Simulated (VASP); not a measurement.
# Li3P2 (P-3m1) in VASP: notebook, part 2 of 2

VASP 6.6.1. Earlier steps stand in the parts before.

## Step 3: Relaxation of cell and atoms, PBE

This run uses another cell than the first one, of 13.85 Å³/atom.

Contents of INCAR:

```
SYSTEM = Li3P2
ALGO = Normal
EDIFF = 1E-6
EDIFFG = -0.04
ENCUT = 600
GGA = PE
IBRION = 2
ISIF = 3
ISMEAR = 0
LASPH = .True.
LCHARG = .False.
LREAL = .False.
LWAVE = .False.
NELM = 100
NSW = 90
PREC = Accurate
SIGMA = 0.1
```

Contents of KPOINTS:

```
k-points
0
Gamma
  6 6 4
  0 0 0
```

Contents of POSCAR:

```
Li3P2
1.0
    3.7179185927      0.0000000000      0.0000000000
   -1.8589592963      3.2198119505      0.0000000000
    0.0000000000      0.0000000000      5.7844774043
Li P
3 2
Direct
    0.0000000000      0.0000000000      0.0000000000
    0.3333333333      0.6666666667      0.6450000000
    0.6666666667      0.3333333333      0.3550000000
    0.3333333333      0.6666666667      0.2450000000
    0.6666666667      0.3333333333      0.7550000000
```

Potentials or basis: VASP PAW PBE potentials, release 64 (Li_sv, P).

Run with:

```
> cat potpaw_PBE.64/Li_sv/POTCAR potpaw_PBE.64/P/POTCAR > POTCAR
> mpirun -np 1 vasp_std > vasp.out
```

It took 2.1 min on 1 thread of Intel Xeon 6975P-C (Granite Rapids), shared host; peak memory 0.2 GiB.

It converged, with:

| Quantity | Value |
| --- | --- |
| Free energy | -17.6119 eV |
| Relaxed volume | 15.72 Å³/atom |
| Relaxed cell | a = 4.209 Å, b = 4.209 Å, c = 5.122 Å, α = 90.00°, β = 90.00°, γ = 120.00° |
| Space group after relaxing (to 0.1 Å) | P-3m1 (No. 164) |
| Energy gained by relaxing | 257.4 meV/atom |
| Ionic steps | 17 |
| Pressure after relaxing | 0.0 GPa |
| Largest force after relaxing | 0.011 eV/Å |
| Band gap on the k mesh | zero (an odd number of electrons rules out a gap without spin polarisation) |

Forces on the atoms (eV/Å):
```
Li   0.000  0.000  0.000
Li   0.000  0.000  0.011
Li   0.000  0.000 -0.011
P    0.000  0.000 -0.003
P    0.000  0.000  0.003
```

Step by step:
```
step  energy change (eV)  largest force (eV/Å)  pressure (GPa)  volume (Å³)
   1              0.0000                1.1547           10.49        69.25
   2             -0.5748                0.7692            2.26        78.68
   3             -0.7023                0.6640           -1.15        85.02
   4             -0.7147                0.6252           -2.20        87.54
   5             -0.8948                0.6702           -2.31        86.14
   6             -1.2442                0.3274           -1.43        81.42
   7             -1.2484                0.2545           -0.97        80.60
   8             -1.2487                0.2707           -1.06        80.76
   9             -1.2756                0.0788            0.23        78.16
  10             -1.2757                0.0900            0.32        77.98
  11             -1.2803                0.0862            0.03        78.52
  12             -1.2815                0.0735           -0.18        78.92
  13             -1.2831                0.0447           -0.03        78.62
  14             -1.2839                0.0447            0.19        78.19
  15             -1.2851                0.0450            0.13        78.32
  16             -1.2865                0.0490           -0.04        78.65
  17             -1.2871                0.0110            0.01        78.58
```

Final structure:
```cif
data_structure
_symmetry_space_group_name_H-M 'P 1'
_symmetry_Int_Tables_number 1
_cell_length_a 4.2091
_cell_length_b 4.2091
_cell_length_c 5.1218
_cell_angle_alpha 90.000
_cell_angle_beta 90.000
_cell_angle_gamma 120.000
_cell_volume 78.58
loop_
_atom_site_label
_atom_site_type_symbol
_atom_site_fract_x
_atom_site_fract_y
_atom_site_fract_z
_atom_site_occupancy
Li1 Li 0.00000 0.00000 0.00000 1
Li2 Li 0.33333 0.66667 0.68574 1
Li3 Li 0.66667 0.33333 0.31426 1
P1 P 0.33333 0.66667 0.20062 1
P2 P 0.66667 0.33333 0.79938 1
```

Levels at points of the mesh, in eV from the Fermi level:
```tsv
k point	band 5	band 6	band 7	band 8	band 9	band 10	band 11	band 12	band 13
(0.00, 0.00, 0.00)	-8.19	-3.48	-1.41	-1.41	0.13	0.13	0.74	4.49	4.64
(0.50, 0.00, 0.00)	-8.94	-3.18	-2.81	-2.72	-0.92	-0.85	0.58	4.19	5.86
(0.00, 0.00, 0.50)	-9.01	-1.08	-0.97	-0.97	-0.80	-0.21	-0.21	3.75	3.80
(0.50, 0.00, 0.50)	-9.08	-3.66	-3.50	-2.21	-0.61	0.19	0.35	4.82	5.03
```

Caveat: the cutoff is under 1.25 times the usual one of these potentials, so pressure, stress and relaxed cells hold a basis-set (Pulay) error.

## Step 4: Single point, PBE

This run uses another cell than the first one, of 15.76 Å³/atom.

Contents of INCAR:

```
ALGO = Normal
EDIFF = 1E-7
ENCUT = 520
GGA = PE
ISIF = 2
ISMEAR = 0
LASPH = True
LCHARG = False
LREAL = False
LWAVE = False
NBANDS = 18
NELM = 100
PREC = Accurate
SIGMA = 0.1
```

Contents of KPOINTS:

```
k-points
0
Gamma
  12 12 8
```

Contents of POSCAR:

```
Li3P2
1.0
    4.2065704250      0.0000000000      0.0000000000
   -2.1032852125      3.6429968508      0.0000000000
    0.0000000000      0.0000000000      5.1416555956
Li P
3 2
Direct
    0.0000000000      0.0000000000      0.0000000000
    0.3333333333      0.6666666667      0.6842985849
    0.6666666667      0.3333333333      0.3157014151
    0.3333333333      0.6666666667      0.1988873664
    0.6666666667      0.3333333333      0.8011126336
```

Potentials or basis: VASP PAW PBE potentials, release 64 (Li_sv, P).

Run with:

```
> cat potpaw_PBE.64/Li_sv/POTCAR potpaw_PBE.64/P/POTCAR > POTCAR
> mpirun -np 1 vasp_std > vasp.out
```

OUTCAR:

```text
EDIFF = 1E-7
   ENCUT = 520
   GGA = PE
   ISIF = 2
   ISMEAR = 0
   LASPH = True
   LREAL = False
   NELM = 100
   PREC = Accurate

 ion  position               nearest neighbor table
   1  0.000  0.000  0.000-   4 2.64   5 2.64   4 2.64   5 2.64   5 2.64   4 2.64
   2  0.333  0.667  0.684-   4 2.50   5 2.50   5 2.50   5 2.50   4 2.65
   3  0.667  0.333  0.316-   5 2.50   4 2.50   4 2.50   4 2.50   5 2.65
   4  0.333  0.667  0.199-   2 2.50   3 2.50   3 2.50   3 2.50   1 2.64   1 2.64   1 2.64   2 2.65

[... 710 lines left out ...]
  -------------------------------------------------------------------------------------
  Total       -0.0101495     -0.0101495     -0.0402385      0.0000000      0.0000000      0.0000000
  in kB       -0.2063796     -0.2063796     -0.8182048      0.0000000      0.0000000      0.0000000
  external PRESSURE =      -0.4103213 kB  Pullay stress =       0.0000000 kB

 VOLUME and BASIS-vectors are now :
 -----------------------------------------------------------------------------
  energy-cutoff  :      520.00
  volume of cell :       78.79
      direct lattice vectors                 reciprocal lattice vectors
     4.206570425  0.000000000  0.000000000     0.237723347  0.137249638  0.000000000
    -2.103285212  3.642996851  0.000000000     0.000000000  0.274499277  0.000000000
     0.000000000  0.000000000  5.141655596     0.000000000  0.000000000  0.194489884

 POSITION                                       TOTAL-FORCE (eV/Angst)
 -----------------------------------------------------------------------------------
      0.00000      0.00000      0.00000         0.000000      0.000000      0.000000
     -0.00000      2.42866      3.51843        -0.000000      0.000000      0.006430
      2.10329      1.21433      1.62323         0.000000      0.000000     -0.006430
     -0.00000      2.42866      1.02261         0.000000      0.000000     -0.005818
      2.10329      1.21433      4.11905         0.000000     -0.000000      0.005818
 -----------------------------------------------------------------------------------
    total drift:                               -0.000000      0.000000      0.000000

  FREE ENERGIE OF THE ION-ELECTRON SYSTEM (eV)
  ---------------------------------------------------
  free  energy   TOTEN  =       -17.6077090273 eV

  energy  without entropy=      -17.5926267588  energy(sigma->0) =      -17.60016789
```

OSZICAR:

```text
N       E                     dE             d eps       ncg     rms          rms(c)
DAV:   1     0.761862487980E+02    0.76186E+02   -0.72260E+03  4716   0.995E+02
DAV:   2    -0.680198834373E+01   -0.82988E+02   -0.80029E+02  5894   0.215E+02
DAV:   3    -0.172964776733E+02   -0.10494E+02   -0.10398E+02  8742   0.479E+01
DAV:   4    -0.176625440489E+02   -0.36607E+00   -0.36467E+00  6462   0.124E+01
DAV:   5    -0.176818332943E+02   -0.19289E-01   -0.19286E-01  7400   0.232E+00    0.353E+00
DAV:   6    -0.176223674506E+02    0.59466E-01   -0.40816E-02  6468   0.934E-01    0.213E+00
DAV:   7    -0.176062416577E+02    0.16126E-01   -0.58220E-02  6916   0.111E+00    0.242E-01
DAV:   8    -0.176074164625E+02   -0.11748E-02   -0.11860E-02  6568   0.564E-01    0.131E-01
DAV:   9    -0.176076265076E+02   -0.21005E-03   -0.51678E-04  6240   0.135E-01    0.445E-02
DAV:  10    -0.176077009291E+02   -0.74421E-04   -0.12950E-04  5520   0.623E-02    0.144E-02
DAV:  11    -0.176077066944E+02   -0.57653E-05   -0.11757E-05  6822   0.236E-02    0.770E-03
DAV:  12    -0.176077083809E+02   -0.16865E-05   -0.30100E-06  5334   0.866E-03    0.403E-03
DAV:  13    -0.176077087711E+02   -0.39023E-06   -0.17278E-07  6448   0.238E-03    0.890E-04
DAV:  14    -0.176077092361E+02   -0.46497E-06   -0.10540E-07  4468   0.193E-03    0.765E-04
DAV:  15    -0.176077090700E+02    0.16608E-06   -0.11779E-08  3004   0.863E-04    0.244E-04
DAV:  16    -0.176077090273E+02    0.42677E-07   -0.34815E-09  2922   0.489E-04
   1 F= -.17607709E+02 E0= -.17600168E+02  d E =-.150823E-01
```

Run time: 65 s. Hardware: 1 thread of Intel Xeon 6975P-C (Granite Rapids), shared host; peak memory 0.28 GiB.

Results:

- Free energy: -17.6077 eV
- Largest force: 0.006 eV/Å
- Band gap on the k mesh: zero (an odd number of electrons rules out a gap without spin polarisation)

Forces in eV/Å, atoms in the order of the input:
```
Li   0.000  0.000  0.000
Li   0.000  0.000  0.006
Li   0.000  0.000 -0.006
P    0.000  0.000 -0.006
P    0.000  0.000  0.006
```

Caveat: the cutoff is under 1.25 times the usual one of these potentials, so pressure, stress and relaxed cells hold a basis-set (Pulay) error.

## Step 5: Relaxation of cell and atoms, PBE

Contents of INCAR:

```
SYSTEM = Li3P2
  PREC = Accurate
  ENCUT = 600
  EDIFF = 1E-6
  ISMEAR = 0
  SIGMA = 0.1
  LREAL = .FALSE.
  LASPH = .TRUE.
  NELM = 80
  ALGO = Normal
  ISIF = 3
  LWAVE = .FALSE.
  LCHARG = .FALSE.
  GGA = PE
  IBRION = 2
  NSW = 100
  EDIFFG = -0.01
```

Contents of KPOINTS:

```
Automatic mesh
0
G
  12 12 8
  0 0 0
```

Contents of POSCAR:

```
Li3P2
1.0
    4.2013825401      0.0000000000      0.0000000000
   -2.1006912700      3.6385040107      0.0000000000
    0.0000000000      0.0000000000      5.1368206715
Li P
3 2
Direct
    0.0000000000      0.0000000000      0.0000000000
    0.3333333333      0.6666666667      0.6838233437
    0.6666666667      0.3333333333      0.3161766563
    0.3333333333      0.6666666667      0.1983263221
    0.6666666667      0.3333333333      0.8016736779
```

Run with:

```
> cat potpaw_PBE.64/Li_sv/POTCAR potpaw_PBE.64/P/POTCAR > POTCAR
> mpirun -np 1 vasp_std > vasp.out
```

Wall time 64 s (1 thread of Intel Xeon 6975P-C (Granite Rapids), shared host); peak memory 0.3 GiB.

It converged, with:

- Free energy: -17.6074 eV
- Pressure after relaxing: 0.0 GPa
- Largest force after relaxing: 0.005 eV/Å
- Band gap on the k mesh: zero (an odd number of electrons rules out a gap without spin polarisation)

Forces on the atoms (eV/Å):
```
Li   0.000  0.000  0.000
Li   0.000  0.000  0.005
Li   0.000  0.000 -0.005
P    0.000  0.000  0.002
P    0.000  0.000 -0.002
```

Final structure:
```xyz
5
Lattice="4.2014 0.0000 0.0000 -2.1007 3.6385 0.0000 0.0000 0.0000 5.1368" Properties=species:S:1:pos:R:3 pbc="T T T"
Li    0.0000    0.0000    0.0000
Li    0.0000    2.4257    3.5127
Li    2.1007    1.2128    1.6241
P     0.0000    2.4257    1.0188
P     2.1007    1.2128    4.1181
```

Levels at points of the mesh, in eV from the Fermi level:
| k point | band 6 | band 7 | band 8 | band 9 | band 10 | band 11 | band 12 | band 13 |
| --- | --- | --- | --- | --- | --- | --- | --- | --- |
| (0.00, 0.00, 0.00) | -3.45 | -1.39 | -1.39 | 0.16 | 0.16 | 0.73 | 4.56 | 4.67 |
| (0.50, 0.00, 0.00) | -3.19 | -2.81 | -2.70 | -0.89 | -0.81 | 0.61 | 4.22 | 5.84 |
| (0.00, 0.00, 0.50) | -1.07 | -0.97 | -0.97 | -0.78 | -0.17 | -0.17 | 3.78 | 3.78 |
| (0.50, 0.00, 0.50) | -3.66 | -3.48 | -2.22 | -0.56 | 0.20 | 0.38 | 4.82 | 5.03 |

Caveat: the cutoff is under 1.25 times the usual one of these potentials, so pressure, stress and relaxed cells hold a basis-set (Pulay) error; the relaxation stopped at its first step, so nothing moved.

## Step 6: Summary

| task | cell | k mesh | cutoff (eV) | gap on the mesh (eV) | pressure (GPa) | largest force (eV/Å) |
| --- | --- | --- | --- | --- | --- | --- |
| single point | a = 4.201, b = 4.201, c = 5.137 Å, angles 90.0, 90.0, 120.0°, 5 atoms, atomic positions A | 6 × 6 × 4 | 520 | none | - | 0.02 |
| relaxation of cell and atoms | relaxed from a = 3.718, b = 3.718, c = 5.784 Å, angles 90.0, 90.0, 120.0°, 5 atoms, atomic positions B | 6 × 6 × 4 | 600 | none | 0.0 | 0.01 |
| single point | a = 4.207, b = 4.207, c = 5.142 Å, angles 90.0, 90.0, 120.0°, 5 atoms, atomic positions C | 12 × 12 × 8 | 520 | none | - | 0.01 |
| relaxation of cell and atoms | relaxed from a = 4.201, b = 4.201, c = 5.137 Å, angles 90.0, 90.0, 120.0°, 5 atoms, atomic positions A | 12 × 12 × 8 | 600 | none | 0.0 | - |

Alike in all rows: level PBE; potentials or basis VASP PAW PBE potentials, release 64 (Li_sv, P); no spin polarisation; smearing gaussian 0.1 eV.

Caveats: the cutoff is under 1.25 times the usual one of these potentials, so pressure, stress and relaxed cells hold a basis-set (Pulay) error; the relaxation stopped at its first step, so nothing moved (at least some runs).

Total energies depend on the potentials used, so only differences within one code and one set of settings carry meaning.
